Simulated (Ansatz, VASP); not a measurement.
CdF2: VASP beside Ansatz

The input INCAR:

```
SYSTEM = CdF2
PREC = Accurate
ENCUT = 600
EDIFF = 1E-6
ISMEAR = 0
SIGMA = 0.02
LREAL = .FALSE.
LASPH = .TRUE.
NELM = 120
ALGO = Normal
ISIF = 2
LWAVE = .FALSE.
LCHARG = .TRUE.
GGA = PS
LELF = .TRUE.
LVHAR = .TRUE.
NBANDS = 20
GGA_COMPAT = .FALSE.
```

Contents of KPOINTS:

```
Automatic mesh
0
G
  8 8 8
  0 0 0
```

Contents of POSCAR:

```
CdF2
1.0
    0.0000000000      2.6920085946      2.6920085946
    2.6920085946      0.0000000000      2.6920085946
    2.6920085946      2.6920085946      0.0000000000
Cd F
1 2
Direct
    0.0000000000      0.0000000000      0.0000000000
    0.2500000000      0.2500000000      0.2500000000
    0.7500000000      0.7500000000      0.7500000000
```

Input for Ansatz:

```yaml
crystal:
  lattice:
    - [0.0, 2.6920085946, 2.6920085946]
    - [2.6920085946, 0.0, 2.6920085946]
    - [2.6920085946, 2.6920085946, 0.0]
  atoms:
    - { symbol: Cd, position: [0.0, 0.0, 0.0] }
    - { symbol: F, position: [0.25, 0.25, 0.25] }
    - { symbol: F, position: [0.75, 0.75, 0.75] }
basis:
  ecutwfc: 420
kpoints:
  mp_grid: { grid: [8, 8, 8] }
  band_path:
    path:
      - [[0.0, 0.0, 0.0], [0.5, 0.0, 0.5], [0.625, 0.25, 0.625]]
      - [[0.375, 0.375, 0.75], [0.0, 0.0, 0.0], [0.5, 0.5, 0.5], [0.5, 0.25, 0.75], [0.5, 0.0, 0.5]]
    npoints: 10
hamiltonian:
  xc: pbesol
  pseudopotentials: { kind: paw, azcp: { folder: soft_1 } }
scf:
  occupations: { method: gaussian, width: 0.02 }
  n_extra_bands: 7
output:
  forces: true
  stress: true
  eigenvalues: true
```

Alike in both runs: task single point; functional PBEsol; k mesh 8 × 8 × 8; occupations gaussian, width 0.02 eV; no spin polarisation.

|  | VASP | Ansatz |
| --- | --- | --- |
| version | VASP 6.6.1 | Ansatz 0.2.0 |
| potentials or method | VASP PAW PBE potentials, release 64 (Cd, F), cutoff 600 eV | scalar-relativistic, plane waves, PAW |
| valence electrons in the cell | 26 | 34 |

```csv
,VASP,Ansatz,Ansatz less VASP
gap on the k mesh at the Fermi level (eV),2.91,2.94,+0.028
least direct gap on the mesh (eV),3.40,3.43,+0.026
pressure (GPa),0.7,0.0,-0.65
```

VASP's potentials were made for PBE, not for PBEsol, and Ansatz warns of the same on its side. VASP's potentials hold 26 valence electrons a cell and Ansatz's 34, so a difference there can come from the potentials and not from the codes.
